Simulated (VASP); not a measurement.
## C: single point with PBEsol

The system is C, a slab with vacuum.

```
C
1.0
     2.45617    0.00000    0.00000
    -1.22809    2.33982    0.00000
     0.00000    0.00000    8.52380
C
2
Cartesian
  0.0000 1.5599 0.0000
  1.2281 0.7799 0.0000
```

This cell differs from its parent crystal: strain +0.1000 x Voigt [0, 1, 0, 0, 0, 0].

```
Program             : VASP 6.6.1
Task                : single point
Functional          : PBEsol
Potentials or basis : VASP PAW PBE potentials, release 64 (C)
Cutoff              : 520 eV
k mesh              : 24 × 24 × 6
Occupations         : gaussian, width 0.15 eV
Spin                : no spin polarisation
```

```json
{
  "Largest force": "0.033 eV/Å",
  "Band gap on the k mesh": "0.50 eV, direct"
}
```

Forces in eV/Å, atoms in the order of the input:
```
C    0.000 -0.033  0.000
C    0.000  0.033  0.000
```

Levels at points of the mesh, in eV from the valence-band top:
| k point | band 1 | band 2 | band 3 | band 4 | band 5 | band 6 | band 7 | band 8 | band 9 |
| --- | --- | --- | --- | --- | --- | --- | --- | --- | --- |
| (0.00, 0.00, 0.00) | -18.28 | -6.61 | -3.10 | -2.54 | 3.70 | 5.89 | 6.07 | 7.65 | 8.67 |
| (0.50, 0.00, 0.00) | -13.10 | -12.33 | -6.20 | -1.52 | 1.74 | 5.31 | 11.32 | 11.36 | 12.48 |
| (0.00, 0.50, 0.00) | -14.44 | -12.03 | -4.86 | -2.64 | 1.87 | 8.46 | 10.16 | 10.45 | 12.28 |
| (0.00, 0.00, 0.50) | -18.28 | -6.61 | -3.10 | -2.54 | 4.47 | 4.48 | 5.89 | 8.67 | 9.67 |
| (0.50, 0.00, 0.50) | -13.10 | -12.33 | -6.20 | -1.52 | 1.74 | 5.31 | 11.81 | 11.87 | 11.89 |
| (0.00, 0.50, 0.50) | -14.44 | -12.03 | -4.86 | -2.64 | 1.87 | 8.46 | 10.66 | 11.09 | 11.15 |

Wall time 2.2 min on 1 thread of Intel(R) Xeon(R) Platinum 8559C (Emerald Rapids), on a shared host, peak memory 0.36 GiB.

Caveat: the cell differs from its parent crystal (strain +0.1000 x Voigt [0, 1, 0, 0, 0, 0]); the PAW data sets were made with another functional, which shifts forces and pressure a little.
